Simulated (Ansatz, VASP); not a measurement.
**Zn: VASP beside Ansatz**

```
Zn
1.0
     2.63581    0.00000    0.00000
     0.00000    5.09292    0.00000
     0.00000    0.00000   21.32630
Zn
6
Direct
  0.75000 0.75000 0.38619
  0.25000 0.25000 0.38588
  0.25000 0.75000 0.50015
  0.75000 0.25000 0.49985
  0.75000 0.75000 0.61412
  0.25000 0.25000 0.61381
```

Alike in both runs: functional PBE; k mesh 14 × 7 × 1; occupations fermi-dirac, width 0.1 eV; no spin polarisation.

Ansatz relaxed the structure, and its values are those at the end. VASP's run is a single point on that final structure, the one shown.

|  | VASP | Ansatz |
| --- | --- | --- |
| version | VASP 6.6.1 | Ansatz 0.2.0 |
| potentials or method | VASP PAW PBE potentials, release 64 (Zn), cutoff 520 eV | all-electron LAPW, scalar-relativistic |

```csv
,VASP,Ansatz,Ansatz less VASP
rms of the force components (eV/Å),0.006,0.002,-0.0041
```

Ansatz ran all-electron here, and VASP with PAW potentials.
